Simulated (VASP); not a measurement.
# KSrCl3 (Pm-3m) in VASP: further runs

The runs below take KSrCl3 through single point, with r2SCAN.

Everything below comes from runs of VASP 6.6.1. Logs are shortened: lines on timing, memory, paths and dates and some standing lists are left out, and cuts for length are marked.

## 1. The cell of the first run

It takes space group Pm-3m (No. 221, cubic). The conventional cell has a = 5.521 Å, b = 5.521 Å, c = 5.521 Å, α = 90.00°, β = 90.00°, γ = 90.00°. Within 5.1 Å of K (site symmetry m-3m) lie 12 Cl at 3.90 Å and 8 Sr at 4.78 Å. Within 3.6 Å of Sr (site symmetry m-3m) lie 6 Cl at 2.76 Å. Within 3.6 Å of Cl (site symmetry 4/mmm) lie 2 Sr at 2.76 Å.

## 2. Single point, r2SCAN (volume changed by -6%)

File POSCAR:

```
KSrCl3
1.0
    5.5211433892      0.0000000000      0.0000000000
    0.0000000000      5.5211433892      0.0000000000
    0.0000000000      0.0000000000      5.5211433892
K Sr Cl
1 1 3
Direct
    0.0000000000      0.0000000000      0.0000000000
    0.5000000000      0.5000000000      0.5000000000
    0.5000000000      0.5000000000      0.0000000000
    0.5000000000      0.0000000000      0.5000000000
    0.0000000000      0.5000000000      0.5000000000
```

File INCAR.step1:

```
SYSTEM = KSrCl3
ALGO = Normal
EDIFF = 1E-4
ENCUT = 520
GGA = PE
ISMEAR = 0
LASPH = .TRUE.
LCHARG = .FALSE.
LREAL = .FALSE.
LWAVE = .TRUE.
NBANDS = 28
NELM = 80
PREC = Accurate
SIGMA = 0.01
```

File INCAR.step2:

```
SYSTEM = KSrCl3
ALGO = Normal
EDIFF = 1E-7
ENCUT = 520
ISIF = 2
ISMEAR = 0
ISTART = 1
LASPH = .TRUE.
LCHARG = .FALSE.
LMIXTAU = .TRUE.
LREAL = .FALSE.
LWAVE = .FALSE.
METAGGA = R2SCAN
NBANDS = 28
NELM = 80
PREC = Accurate
SIGMA = 0.01
```

File KPOINTS:

```
k-points
0
G
  4 4 4
  0 0 0
```

Potentials or basis: VASP PAW PBE potentials, release 64 (K_sv, Sr_sv, Cl).

Launch:

```bash
$ cat potpaw_PBE.64/K_sv/POTCAR potpaw_PBE.64/Sr_sv/POTCAR potpaw_PBE.64/Cl/POTCAR > POTCAR
$ cp INCAR.step1 INCAR
$ mpirun -np 1 vasp_std > vasp.out
$ cp INCAR.step2 INCAR
$ mpirun -np 1 vasp_std > vasp.out
```

OUTCAR:

```text
SYSTEM = KSrCl3
   EDIFF = 1E-7
   ENCUT = 520
   ISIF = 2
   ISMEAR = 0
   ISTART = 1
   LASPH = .TRUE.
   LREAL = .FALSE.
   METAGGA = R2SCAN
   NELM = 80
   PREC = Accurate

 ion  position               nearest neighbor table
   1  0.000  0.000  0.000-
   2  0.500  0.500  0.500-   3 2.76   4 2.76   5 2.76   3 2.76   4 2.76   5 2.76
   3  0.500  0.500  0.000-   2 2.76   2 2.76
   4  0.500  0.000  0.500-   2 2.76   2 2.76
   5  0.000  0.500  0.500-   2 2.76   2 2.76

  LATTYP: Found a simple cubic cell.
 ALAT       =     5.5211433892

  Lattice vectors:

 A1 = (   5.5211433892,   0.0000000000,   0.0000000000)
 A2 = (   0.0000000000,   5.5211433892,   0.0000000000)
 A3 = (   0.0000000000,   0.0000000000,   5.5211433892)

Analysis of symmetry for initial positions (statically):
=====================================================================
 Subroutine PRICEL returns:
 Original cell was already a primitive cell.

 Routine SETGRP: Setting up the symmetry group for a
 simple cubic supercell.

 Subroutine GETGRP returns: Found 48 space group operations
[... 9 lines left out ...]

 Routine SETGRP: Setting up the symmetry group for a
 simple cubic supercell.

 Subroutine GETGRP returns: Found 48 space group operations
[... 11 lines left out ...]
                                     Primitive cell

  volume of cell :     168.3011

  direct lattice vectors                    reciprocal lattice vectors
     5.521143389  0.000000000  0.000000000     0.181121903  0.000000000  0.000000000
     0.000000000  5.521143389  0.000000000     0.000000000  0.181121903  0.000000000
     0.000000000  0.000000000  5.521143389     0.000000000  0.000000000  0.181121903

  length of vectors
     5.521143389  5.521143389  5.521143389     0.181121903  0.181121903  0.181121903

  position of ions in fractional coordinates (direct lattice)
     0.000000000  0.000000000  0.000000000
     0.500000000  0.500000000  0.500000000
     0.500000000  0.500000000  0.000000000
     0.500000000  0.000000000  0.500000000
     0.000000000  0.500000000  0.500000000

  ion indices of the primitive-cell ions
   primitive index   ion index
                 1           1
                 2           2
                 3           3
                 4           4
                 5           5

[... 51 lines left out ...]
   LNONCOLLINEAR =      F non collinear calculations
   LSORBIT =      F    spin-orbit coupling
   LASPH  =      T    aspherical Exc in radial PAW
   ENCUT  =  520.0 eV  38.22 Ry    6.18 a.u.  10.27 10.27 10.27*2*pi/ulx,y,z
   NELM   =     80;   NELMIN=  2; NELMDL=  0     # of ELM steps
   EDIFF  = 0.1E-06   stopping-criterion for ELM
   LREAL  =      F    real-space projection
   EDIFFG = 0.1E-05   stopping-criterion for IOM
   NSW    =      0    number of steps for IOM
   IBRION =     -1    ionic relax: 0-MD 1-quasi-New 2-CG
   NFREE  =      0    steps in history (QN), initial steepest desc. (CG)
   ISIF   =      2    stress and relaxation
   ISYM   =      2    0-nonsym 1-usesym 2-fastsym
   POTIM  = 0.5000    time-step for ionic-motion
   TEBEG  =    0.0;   TEEND  =   0.0 temperature during run
   PSTRESS=    0.0 pullay stress
   NELECT =      40.0000    total number of electrons
   NUPDOWN=      -1.0000    fix difference up-down
   EMIN   =  10.00;   EMAX   =-10.00  energy-range for DOS
   EFERMI =   0.00;   METHOD = LEGACY
   ISMEAR =     0;   SIGMA  =   0.01  broadening in eV -4-tet -1-fermi 0-gaus
   EFERMI_NEDOS =   21; number of points for ismear=-14 and -15
   IALGO  =     38    algorithm
   IMIX   =      4    mixing-type and parameters
     AMIX     =   0.40;   BMIX     =  1.00
     AMIX_MAG =   1.60;   BMIX_MAG =  1.00
  volume/ion in A,a.u.               =      33.66       227.15
  Fermi-wavevector in a.u.,A,eV,Ry     =   1.014065  1.916305 13.991250  1.028328
  Thomas-Fermi vector in A             =   2.147271
   LORBIT       =      0    0 simple, 1 ext, 2 COOP (PROOUT), +10 PAW based schemes
   METAGGA = R2SCAN    functional components
   LHFCALC =     F    Hartree Fock is set to
   AEXX    =    0.0000 exact exchange contribution
   IVDW    =     0    specifies the selected vdW correction
   LEPSILON=     F    determine dielectric tensor
   LRPA    =     F    only Hartree local field effects (RPA)
 non-spin polarized calculation
 Gauss-broadening in eV      SIGMA  =   0.01
  energy-cutoff  :      520.00
  volume of cell :      168.30
 maximum number of plane-waves:      4632
 NGX is ok and might be reduce to    42
   NGX = 21   NGY = 21   NGZ = 21

 number of electron      39.9999984 magnetization

 Free energy of the ion-electron system (eV)
  ---------------------------------------------------
  ext. energy  EPLUGINS =         0.00000000
  ---------------------------------------------------
  free energy    TOTEN  =       -51.58387258 eV

  energy without entropy =      -51.58387258  energy(sigma->0) =      -51.58387258

 E-fermi :  -1.7504     XC(G=0):  -7.7317

 val. band max:       -1.8143213136   @ k =   0.5000   0.5000   0.5000
 cond. band min:       3.4903511282   @ k =   0.0000   0.0000   0.0000
 fundamental gap:      5.3046724418
 Fermi energy:        -1.7504168582

 k-point     1 :       0.0000    0.0000    0.0000
  band No.  band energies     occupation
      1     -34.6842      2.00000
      2     -31.4527      2.00000
      3     -16.2572      2.00000
      4     -16.2572      2.00000
      5     -16.2572      2.00000
      6     -15.0382      2.00000
[... 299 lines left out ...]
     27       7.6959      0.00000
     28       8.3712      0.00000

------------------------ aborting loop because EDIFF is reached ----------------------------------------

  FORCE on cell =-STRESS in cart. coord.  units (eV):
  Direction    XX          YY          ZZ          XY          YZ          ZX
  --------------------------------------------------------------------------------------
  -------------------------------------------------------------------------------------
  Total        1.7450555      1.7450555      1.7450555      0.0000000     -0.0000000      0.0000000
  in kB       16.6124141     16.6124141     16.6124141      0.0000000     -0.0000000      0.0000000
  external PRESSURE =      16.6124141 kB  Pullay stress =       0.0000000 kB

 VOLUME and BASIS-vectors are now :
 -----------------------------------------------------------------------------
  energy-cutoff  :      520.00
  volume of cell :      168.30
      direct lattice vectors                 reciprocal lattice vectors
     5.521143389  0.000000000  0.000000000     0.181121903  0.000000000  0.000000000
     0.000000000  5.521143389  0.000000000     0.000000000  0.181121903  0.000000000
     0.000000000  0.000000000  5.521143389     0.000000000  0.000000000  0.181121903

 POSITION                                       TOTAL-FORCE (eV/Angst)
 -----------------------------------------------------------------------------------
      0.00000      0.00000      0.00000         0.000000      0.000000      0.000000
      2.76057      2.76057      2.76057         0.000000      0.000000      0.000000
      2.76057      2.76057      0.00000         0.000000      0.000000      0.000000
      2.76057      0.00000      2.76057         0.000000      0.000000      0.000000
      0.00000      2.76057      2.76057         0.000000      0.000000      0.000000
 -----------------------------------------------------------------------------------
    total drift:                                0.000000     -0.000000     -0.000000

  FREE ENERGIE OF THE ION-ELECTRON SYSTEM (eV)
  ---------------------------------------------------
  free  energy   TOTEN  =       -51.5838725828 eV

  energy  without entropy=      -51.5838725828  energy(sigma->0) =      -51.58387258
```

OUTCAR.step1:

```text
SYSTEM = KSrCl3
   EDIFF = 1E-4
   ENCUT = 520
   GGA = PE
   ISMEAR = 0
[... 526 lines left out ...]
      2.76057      2.76057      2.76057         0.000000      0.000000      0.000000
      2.76057      2.76057      0.00000         0.000000      0.000000      0.000000
      2.76057      0.00000      2.76057         0.000000      0.000000      0.000000
      0.00000      2.76057      2.76057         0.000000      0.000000      0.000000
 -----------------------------------------------------------------------------------
    total drift:                                0.000000     -0.000000     -0.000000

  FREE ENERGIE OF THE ION-ELECTRON SYSTEM (eV)
  ---------------------------------------------------
  free  energy   TOTEN  =       -19.0808265877 eV

  energy  without entropy=      -19.0808265877  energy(sigma->0) =      -19.08082659
```

Run time: 3.7 min. Hardware: 1 thread of Intel Xeon Platinum 8375C at 2.90GHz (Ice Lake), shared host; peak memory 0.3 GiB.

What came out:

```yaml
Free_energy: -51.5839 eV
Pressure: 1.7 GPa
Band_gap_on_the_k_mesh: 5.30 eV, indirect (least direct gap 5.49 eV)
```

Caveat: the PAW data sets were made with another functional, which shifts forces and pressure a little.

(Continued in part 2 of 3.)
